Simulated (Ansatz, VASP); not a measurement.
**Al in VASP and in Ansatz**

```
Al
1.0
     0.00000    1.99362    2.08470
     1.99362    0.00000    2.08470
     1.99362    1.99362    0.00000
Al
1
Direct
  0.00000 0.00000 0.00000
```

Change from the starting cell: strain -0.015 along x and y, +0.030 along z, atoms carried along.

Alike in both runs: task single point; functional PBE; k mesh 20 × 20 × 20; occupations gaussian, width 0.15 eV; no spin polarisation.

|  | VASP | Ansatz |
| --- | --- | --- |
| version | VASP 6.6.1 | Ansatz 0.2.0 |
| potentials or method | VASP PAW PBE potentials, release 64 (Al), cutoff 520 eV | scalar-relativistic, plane waves, PAW |
| valence electrons in the cell | 3 | 3 |

Ansatz gave:

```
gap on the k mesh at the Fermi level (eV)                     : none
pressure (GPa)                                                : -0.3
traceless stress, the component that is largest in VASP (GPa) : -1.54
```

Question: What did VASP give for the same quantities?

Answer: gap on the k mesh at the Fermi level (eV): none; pressure (GPa): -0.3; traceless stress, the component that is largest in VASP (GPa): -1.53.

A gap of «none» marks a metal or a gap that the smearing closes.
